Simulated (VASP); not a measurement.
A run of VASP 6.6.1:

Contents of INCAR:

```
ALGO = Normal
EDIFF = 1E-6
ENCUT = 910
GGA = PS
GGA_COMPAT = F
ISIF = 2
ISMEAR = -1
LASPH = T
LCHARG = F
LDAU = T
LDAUJ = 0 0 0
LDAUL = -1 2 -1
LDAUPRINT = 1
LDAUTYPE = 2
LDAUU = 0 3 0
LMAXMIX = 4
LREAL = F
LWAVE = F
NBANDS = 28
NELM = 200
PREC = Accurate
SIGMA = 0.05
```

KPOINTS

```
k-points
0
Gamma
  7 7 7
```

Contents of POSCAR:

```
BaTiO3
1.0
    4.0060000000      0.0000000000      0.0000000000
    0.0000000000      4.0060000000      0.0000000000
    0.0000000000      0.0000000000      4.0060000000
Ba Ti O
1 1 3
Direct
    0.5000000000      0.5000000000      0.5000000000
    0.0000000000      0.0000000000      0.0000000000
    0.0000000000      0.0000000000      0.5000000000
    0.0000000000      0.5000000000      0.0000000000
    0.5000000000      0.0000000000      0.0000000000
```

Potentials or basis: VASP PAW PBE potentials, release 64 (Ba_sv, Ti_sv, O_h).

Command:

```bash
$ cat potpaw_PBE.64/Ba_sv/POTCAR potpaw_PBE.64/Ti_sv/POTCAR potpaw_PBE.64/O_h/POTCAR > POTCAR
$ mpirun -np 1 vasp_std > vasp.out
```

Hardware: 1 thread of Intel(R) Xeon(R) Platinum 8488C (Sapphire Rapids) (shared host).

Q: How long does it take, and how much memory?

A: Run time: 83 s on 1 thread of Intel(R) Xeon(R) Platinum 8488C (Sapphire Rapids), on a shared host, peak memory 0.29 GiB. Counts: scf iterations 15, k points 20.
